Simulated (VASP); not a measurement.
# Sn (Im-3m) in VASP: further runs, part 2 of 3

VASP 6.6.1.

### Step 4. Single point, PBE

This run uses another cell than the first one, of 27.75 Å³/atom, 1.041 times its volume.

Contents of INCAR:

```
PREC = Accurate
ENCUT = 520
EDIFF = 1E-7
ISMEAR = -1
SIGMA = 0.05
LREAL = F
LASPH = T
NELM = 100
ALGO = Normal
ISIF = 2
LWAVE = F
LCHARG = F
GGA = PE
NBANDS = 13
```

Contents of KPOINTS:

```
regular mesh
0
Gamma
  10 10 10
```

Contents of POSCAR:

```
Sn
1.0
   -1.9071995479      1.9071995479      1.9071995479
    1.9071995479     -1.9071995479      1.9071995479
    1.9071995479      1.9071995479     -1.9071995479
Sn
1
Direct
    0.0000000000      0.0000000000      0.0000000000
```

Potentials or basis: VASP PAW PBE potentials, release 64 (Sn_d).

Started as:

```
$ cat potpaw_PBE.64/Sn_d/POTCAR > POTCAR
$ mpirun -np 1 vasp_std > vasp.out
```

OUTCAR:

```text
PREC = Accurate
   ENCUT = 520
   EDIFF = 1E-7
   ISMEAR = -1
   LREAL = F
   LASPH = T
   NELM = 100
   ISIF = 2
   GGA = PE

 ion  position               nearest neighbor table
   1  0.000  0.000  0.000-

  LATTYP: Found a body centered cubic cell.
 ALAT       =     3.8143990958

  Lattice vectors:

 A1 = (  -1.9071995479,   1.9071995479,   1.9071995479)
 A2 = (   1.9071995479,  -1.9071995479,   1.9071995479)
 A3 = (   1.9071995479,   1.9071995479,  -1.9071995479)

Analysis of symmetry for initial positions (statically):
=====================================================================
 Subroutine PRICEL returns:
 Original cell was already a primitive cell.

 Routine SETGRP: Setting up the symmetry group for a
 body centered cubic supercell.

 Subroutine GETGRP returns: Found 48 space group operations
[... 9 lines left out ...]

 Routine SETGRP: Setting up the symmetry group for a
 body centered cubic supercell.

 Subroutine GETGRP returns: Found 48 space group operations
[... 11 lines left out ...]
                                     Primitive cell

  volume of cell :      27.7491

  direct lattice vectors                    reciprocal lattice vectors
    -1.907199548  1.907199548  1.907199548     0.000000000  0.262164492  0.262164492
     1.907199548 -1.907199548  1.907199548     0.262164492  0.000000000  0.262164492
     1.907199548  1.907199548 -1.907199548     0.262164492  0.262164492  0.000000000

  length of vectors
     3.303366517  3.303366517  3.303366517     0.370756580  0.370756580  0.370756580

  position of ions in fractional coordinates (direct lattice)
     0.000000000  0.000000000  0.000000000

  ion indices of the primitive-cell ions
   primitive index   ion index
                 1           1

----------------------------------------------------------------------------------------

 KPOINTS: regular mesh

Automatic generation of k-mesh.
 Grid dimensions read from file:
 generate k-points for:   10   10   10

 Generating k-lattice:

  Cartesian coordinates                     Fractional coordinates (reciprocal lattice)
     0.000000000  0.026216449  0.026216449     0.100000000  0.000000000  0.000000000
     0.026216449  0.000000000  0.026216449     0.000000000  0.100000000  0.000000000
     0.026216449  0.026216449  0.000000000     0.000000000  0.000000000  0.100000000

  Length of vectors
     0.037075658  0.037075658  0.037075658

  Shift w.r.t. Gamma in fractional coordinates (k-lattice)
     0.000000000  0.000000000  0.000000000

 Subroutine IBZKPT returns following result:
 ===========================================

 Found     47 irreducible k-points:

 Following reciprocal coordinates:
            Coordinates               Weight
  0.000000  0.000000  0.000000      1.000000
  0.100000  0.000000  0.000000     12.000000
  0.200000  0.000000  0.000000     12.000000
  0.300000  0.000000  0.000000     12.000000
  0.400000  0.000000  0.000000     12.000000
  0.500000  0.000000  0.000000      6.000000
[... 16 lines left out ...]
  0.300000  0.300000  0.100000      8.000000
 -0.300000  0.300000  0.100000     24.000000
 [... further k-points ...]
   k-points           NKPTS =     47   k-points in BZ     NKDIM =     47   number of bands    NBANDS=     13
   number of dos      NEDOS =    301   number of ions     NIONS =      1
   total plane-waves  NPLWV =  21952
   dimension x,y,z NGX =    28 NGY =   28 NGZ =   28
   dimension x,y,z NGXF=    56 NGYF=   56 NGZF=   56
   ions per type =               1
   NGX,Y,Z   is equivalent  to a cutoff of  14.09, 14.09, 14.09 a.u.
   NGXF,Y,Z  is equivalent  to a cutoff of  28.18, 28.18, 28.18 a.u.
 SYSTEM =  unknown system
   PREC   = accura    normal or accurate (medium, high low for compatibility)
   ISTART =      0    job   : 0-new  1-cont  2-samecut
   ICHARG =      2    charge: 1-file 2-atom 10-const
   ISPIN  =      1    spin polarized calculation?
   LNONCOLLINEAR =      F non collinear calculations
   LSORBIT =      F    spin-orbit coupling
   LASPH  =      T    aspherical Exc in radial PAW
   ENCUT  =  520.0 eV  38.22 Ry    6.18 a.u.   6.14  6.14  6.14*2*pi/ulx,y,z
   NELM   =    100;   NELMIN=  2; NELMDL= -5     # of ELM steps
   EDIFF  = 0.1E-06   stopping-criterion for ELM
   LREAL  =      F    real-space projection
   EDIFFG = 0.1E-05   stopping-criterion for IOM
   NSW    =      0    number of steps for IOM
   IBRION =     -1    ionic relax: 0-MD 1-quasi-New 2-CG
   NFREE  =      0    steps in history (QN), initial steepest desc. (CG)
   ISIF   =      2    stress and relaxation
   ISYM   =      2    0-nonsym 1-usesym 2-fastsym
   POTIM  = 0.5000    time-step for ionic-motion
   TEBEG  =    0.0;   TEEND  =   0.0 temperature during run
   PSTRESS=    0.0 pullay stress
   NELECT =      14.0000    total number of electrons
   NUPDOWN=      -1.0000    fix difference up-down
   EMIN   =  10.00;   EMAX   =-10.00  energy-range for DOS
[... 5 lines left out ...]
     AMIX     =   0.40;   BMIX     =  1.00
     AMIX_MAG =   1.60;   BMIX_MAG =  1.00
  volume/ion in A,a.u.               =      27.75       187.26
  Fermi-wavevector in a.u.,A,eV,Ry     =   1.303271  2.462825 23.109701  1.698515
  Thomas-Fermi vector in A             =   2.434284
   LORBIT       =      0    0 simple, 1 ext, 2 COOP (PROOUT), +10 PAW based schemes
   GGA     = PE    functional components
   LHFCALC =     F    Hartree Fock is set to
   AEXX    =    0.0000 exact exchange contribution
   IVDW    =     0    specifies the selected vdW correction
   LEPSILON=     F    determine dielectric tensor
   LRPA    =     F    only Hartree local field effects (RPA)
 non-spin polarized calculation
  energy-cutoff  :      520.00
  volume of cell :       27.75
 maximum number of plane-waves:       767
 NGX is ok and might be reduce to    28
   NGX = 13   NGY = 13   NGZ = 13

 number of electron      13.9999997 magnetization

 Free energy of the ion-electron system (eV)
  ---------------------------------------------------
  ext. energy  EPLUGINS =         0.00000000
  ---------------------------------------------------
  free energy    TOTEN  =        -3.76296542 eV

  energy without entropy =       -3.75542919  energy(sigma->0) =       -3.75919730

 E-fermi :   7.8074     XC(G=0): -10.2717

 val. band max:        7.8052052228   @ k =   0.3000   0.0000   0.0000
 cond. band min:       7.8137195090   @ k =  -0.4000   0.4000   0.4000
 fundamental gap:      0.0085142862
 Fermi energy:         7.8074246518

 k-point     1 :       0.0000    0.0000    0.0000
  band No.  band energies     occupation
      1     -13.7156      2.00000
      2     -13.7156      2.00000
      3     -13.7156      2.00000
      4     -13.5858      2.00000
      5     -13.5858      2.00000
      6      -3.0963      2.00000
      7      15.6191      0.00000
      8      15.6191      0.00000
      9      15.6191      0.00000
     10      19.9140      0.00000
     11      19.9140      0.00000
     12      19.9140      0.00000
     13      20.4219      0.00000

 k-point     2 :       0.1000    0.0000    0.0000
  band No.  band energies     occupation
      1     -13.7196      2.00000
      2     -13.7095      2.00000
      3     -13.6961      2.00000
      4     -13.5903      2.00000
      5     -13.5864      2.00000
      6      -2.8821      2.00000
      7      13.9292      0.00000
      8      14.8577      0.00000
      9      15.3492      0.00000
     10      18.3011      0.00000
     11      18.6316      0.00000
     12      19.5656      0.00000
     13      21.1530      0.00000

 k-point     3 :       0.2000    0.0000    0.0000
  band No.  band energies     occupation
      1     -13.7301      2.00000
      2     -13.6967      2.00000
      3     -13.6448      2.00000
      4     -13.5997      2.00000
      5     -13.5879      2.00000
      6      -2.2390      2.00000
      7      10.8534      0.00000
      8      13.5261      0.00000
      9      14.6608      0.00000
     10      17.1010      0.00000
     11      17.4799      0.00000
     12      19.7132      0.00000
     13      21.6477      0.00000
[... 305 lines left out ...]
 k-point    23 :       0.3000    0.3000    0.1000
  band No.  band energies     occupation
      1     -13.7154      2.00000
      2     -13.6239      2.00000
      3     -13.6239      2.00000
      4     -13.5865      2.00000
      5     -13.5865      2.00000
      6       2.4643      2.00000
      7       5.6284      2.00000
      8       5.6284      2.00000
      9       9.4676      0.00000
     10      21.5557      0.00000
     11      22.5610      0.00000
     12      22.5610      0.00000
     13      26.1794      0.00000

 k-point    24 :      -0.3000    0.3000    0.1000
  band No.  band energies     occupation
      1     -13.7225      2.00000
      2     -13.6800      2.00000
      3     -13.6159      2.00000
      4     -13.5940      2.00000
      5     -13.5830      2.00000
      6      -0.9610      2.00000
      7       7.9809      0.06042
      8      11.6221      0.00000
      9      12.9098      0.00000
     10      16.7396      0.00000
     11      17.7527      0.00000
     12      18.7161      0.00000
     13      24.4436      0.00000

 [... further k-points ...]
[... 5 lines left out ...]
  --------------------------------------------------------------------------------------
  -------------------------------------------------------------------------------------
  Total       -0.0498170     -0.0498170     -0.0498170     -0.0000000     -0.0000000     -0.0000000
  in kB       -2.8763375     -2.8763375     -2.8763375     -0.0000000     -0.0000000     -0.0000000
  external PRESSURE =      -2.8763375 kB  Pullay stress =       0.0000000 kB

 VOLUME and BASIS-vectors are now :
 -----------------------------------------------------------------------------
  energy-cutoff  :      520.00
  volume of cell :       27.75
      direct lattice vectors                 reciprocal lattice vectors
    -1.907199548  1.907199548  1.907199548     0.000000000  0.262164492  0.262164492
     1.907199548 -1.907199548  1.907199548     0.262164492  0.000000000  0.262164492
     1.907199548  1.907199548 -1.907199548     0.262164492  0.262164492  0.000000000

 POSITION                                       TOTAL-FORCE (eV/Angst)
 -----------------------------------------------------------------------------------
      0.00000      0.00000      0.00000         0.000000     -0.000000      0.000000
 -----------------------------------------------------------------------------------
    total drift:                               -0.000000     -0.000000     -0.000000

  FREE ENERGIE OF THE ION-ELECTRON SYSTEM (eV)
  ---------------------------------------------------
  free  energy   TOTEN  =        -3.7629654174 eV

  energy  without entropy=       -3.7554291854  energy(sigma->0) =       -3.75919730
```

stdout:

```text
POSCAR found type information on POSCAR Sn
 POSCAR found :  1 types and       1 ions
 scaLAPACK will be used
 LDA part: xc-table for (Slater+PW92), standard interpolation
 POSCAR, INCAR and KPOINTS ok, starting setup
 FFT: planning ... GRIDC
 FFT: planning ... GRID_SOFT
 FFT: planning ... GRID
 WAVECAR not read
 entering main loop
```

Wall time 8.4 s (1 thread of Intel Xeon Platinum 8559C (Emerald Rapids), shared host); peak memory 0.16 GiB.

What came out:

* Free energy: -3.7630 eV
* Pressure: -0.3 GPa
* Band gap on the k mesh: zero (band 7 reaches 15.62 eV, above the bottom of band 8 at 5.63 eV)

Levels at points of the mesh, in eV from the Fermi level:
| k point | band 5 | band 6 | band 7 | band 8 | band 9 | band 10 |
| --- | --- | --- | --- | --- | --- | --- |
| (0.00, 0.00, 0.00) | -21.39 | -10.90 | 7.81 | 7.81 | 7.81 | 12.11 |
| (0.50, 0.00, 0.00) | -21.32 | -6.36 | -4.28 | 3.57 | 5.40 | 7.87 |
| (0.50, 0.50, 0.50) | -21.33 | -2.56 | -0.42 | -0.42 | -0.42 | 3.88 |

Caveat: spin-orbit coupling is left out, which moves the levels of the heavy elements.

[end of part 2 of 3]
